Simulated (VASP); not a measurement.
Here is a VASP 6.6.1 calculation.

INCAR

```
ALGO = Normal
EDIFF = 1E-6
EDIFFG = -0.005
ENCUT = 600
GGA = PS
IBRION = 2
ISIF = 3
ISMEAR = -1
LASPH = True
LCHARG = False
LREAL = False
LWAVE = False
NELM = 80
NSW = 80
PREC = Accurate
PSTRESS = 100.0
SIGMA = 0.05
```

The input KPOINTS:

```
k-points
0
Gamma
  10 10 10
```

The input POSCAR:

```
TaN
1.0
    0.0000000000      2.2113230000      2.2113230000
    2.2113230000      0.0000000000      2.2113230000
    2.2113230000      2.2113230000      0.0000000000
Ta N
1 1
Direct
    0.5000000000      0.5000000000      0.5000000000
    0.0000000000      0.0000000000      0.0000000000
```

Potentials or basis: VASP PAW PBE potentials, release 64 (Ta_pv, N).

Command:

```bash
$ cat potpaw_PBE.64/Ta_pv/POTCAR potpaw_PBE.64/N/POTCAR > POTCAR
$ mpirun -np 1 vasp_std > vasp.out
```

(1) What does it give for the relaxed volume?

(2) What does it give for the relaxed cell?

(3) Predict the band gap on the k mesh.

Results:

(1) 10.22 Å³/atom.

(2) a = 3.069 Å, b = 3.069 Å, c = 3.069 Å, α = 60.00°, β = 60.00°, γ = 60.00°.

(3) zero (band 8 reaches 11.85 eV, above the bottom of band 9 at 7.58 eV).

Caveat: the cell is relaxed towards a set pressure, so the enthalpy falls and the energy may rise; the PAW data sets were made with another functional, which shifts forces and pressure a little; spin-orbit coupling is left out, which moves the levels of the heavy elements.
